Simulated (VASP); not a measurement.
Write the native input for VASP 6.6.1 that does the following.

* Task: single point
* Functional: PBEsol
* Potentials or basis: VASP PAW PBE potentials, release 64 (Al)
* Cutoff: 520 eV
* k mesh: 4 × 4 × 4
* Occupations: gaussian, width 0.1 eV
* Spin: no spin polarisation
* Dipole correction: no
* Further INCAR settings: LREAL = Auto; ALGO = Fast; EDIFF = 1e-06; NBANDS = 58

The structure of Al (a cell with a defect) lies in POSCAR:

```
Al
1.0
   -6.0230888935      6.0230888935      0.0000000000
   -6.0230888935      0.0000000000      6.0230888935
    0.0000000000      6.0230888935      6.0230888935
Al
26
Direct
    0.3306911052      0.0000000000      0.0000000000
    0.0000000000      0.3306911052      0.0000000000
    0.0000000000      0.0000000000      0.3306911052
    0.6693088948      0.0000000000      0.0000000000
    0.3334814815      0.3334814815     -0.0004444444
    0.3334814815     -0.0004444444      0.3334814815
    0.0000000000      0.6693088948      0.0000000000
   -0.0004444444      0.3334814815      0.3334814815
    0.0000000000      0.0000000000      0.6693088948
    0.6693088948      0.3306911052      0.0000000000
    0.6693088948      0.0000000000      0.3306911052
    0.3306911052      0.6693088948      0.0000000000
    0.3334814815      0.3334814815      0.3334814815
    0.3306911052      0.0000000000      0.6693088948
    0.0000000000      0.6693088948      0.3306911052
    0.0000000000      0.3306911052      0.6693088948
    0.6665185185      0.6665185185      0.0004444444
    0.6672158991      0.3327841009      0.3327841009
    0.6665185185      0.0004444444      0.6665185185
    0.3327841009      0.6672158991      0.3327841009
    0.3327841009      0.3327841009      0.6672158991
    0.0004444444      0.6665185185      0.6665185185
    0.6672158991      0.6672158991      0.3327841009
    0.6672158991      0.3327841009      0.6672158991
    0.3327841009      0.6672158991      0.6672158991
    0.6665185185      0.6665185185      0.6665185185
```

One way to write it, as run:

INCAR

```
PREC = Accurate
ENCUT = 520
EDIFF = 1E-6
ISMEAR = 0
SIGMA = 0.1
LREAL = Auto
LASPH = True
NELM = 100
ALGO = Fast
ISIF = 2
LWAVE = False
LCHARG = False
GGA = PS
NBANDS = 58
```

KPOINTS

```
Automatic mesh
0
Gamma
  4 4 4
```

Potentials or basis: VASP PAW PBE potentials, release 64 (Al).

Run with:

```bash
$ cat potpaw_PBE.64/Al/POTCAR > POTCAR
$ mpirun -np 1 vasp_std > vasp.out
```

Results of the run:

```yaml
Pressure: -0.6 GPa
Largest_force: 0.017 eV/Å
Band_gap_on_the_k_mesh: zero (band 39 reaches 7.82 eV, above the bottom of band 40 at 7.21 eV)
```

Caveat: the PAW data sets were made with another functional, which shifts forces and pressure a little.

It took 4 min on 1 thread of Intel(R) Xeon(R) Platinum 8488C (Sapphire Rapids), on a shared host, peak memory 0.55 GiB.
